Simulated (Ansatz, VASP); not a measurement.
# One calculation of Rb2Si2S, two programs

```
CELL_PARAMETERS angstrom
5.81833 0.00000 0.00000
0.00000 5.81833 0.00000
0.00000 0.00000 6.37182
ATOMIC_POSITIONS crystal
Rb 0.00000 0.00000 0.00000
Rb 0.50000 0.50000 0.50000
Si 0.00000 0.50000 0.00000
Si 0.50000 0.00000 0.00000
S 0.50000 0.50000 0.00000
```

Alike in both runs: functional PBE; k mesh 4 × 4 × 4; occupations gaussian, width 0.1 eV; no spin polarisation.

Ansatz relaxed the structure, and its values are those at the end. VASP's run is a single point on that final structure, the one shown.

```csv
,VASP,Ansatz
version,VASP 6.6.1,Ansatz 0.2.0
potentials or method,"VASP PAW PBE potentials, release 64 (Rb_sv, Si, S), cutoff 520 eV","scalar-relativistic, plane waves, PAW"
valence electrons in the cell,32,32
```

|  | VASP | Ansatz | Ansatz less VASP |
| --- | --- | --- | --- |
| gap on the k mesh at the Fermi level (eV) | none | none | - |
| pressure (GPa) | 0.2 | 0.2 | -0.02 |

A gap of «none» marks a metal or a gap that the smearing closes. The functional is the same, so the differences come from potentials, cutoffs and numerics.
